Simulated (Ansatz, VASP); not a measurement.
## GaSb: VASP beside Ansatz

```xyz
2
Lattice="0.0000 3.1069 3.1069 2.8739 0.0000 3.1069 2.8739 3.1069 0.0000" Properties=species:S:1:pos:R:3 pbc="T T T"
Ga    0.0000    0.0000    0.0000
Sb    4.3109    4.6604    4.6604
```

Change from the starting cell: strain -0.0750 x Voigt [1, 0, 0, 0, 0, 0], atoms carried along.

Alike in both runs: task single point; functional PBE; k mesh 16 × 16 × 16; occupations gaussian, width 0.15 eV; no spin polarisation.

```csv
,VASP,Ansatz
version,VASP 6.6.1,Ansatz 0.2.0
potentials or method,"VASP PAW PBE potentials, release 64 (Ga_d, Sb), cutoff 520 eV","scalar-relativistic, plane waves, PAW"
valence electrons in the cell,18,28
```

VASP gave:

* gap on the k mesh at the Fermi level (eV): 0.05
* least direct gap on the mesh (eV): 0.05
* pressure (GPa): 4.2
* traceless stress, the component that is largest in VASP (GPa): 1.86

Q: Estimate Ansatz's values.

A: gap on the k mesh at the Fermi level (eV): 0.05; least direct gap on the mesh (eV): 0.05; pressure (GPa): 4.1; traceless stress, the component that is largest in VASP (GPa): 1.87.

VASP's potentials hold 18 valence electrons a cell and Ansatz's 28, so a difference there can come from the potentials and not from the codes.

Spin-orbit coupling is off throughout.
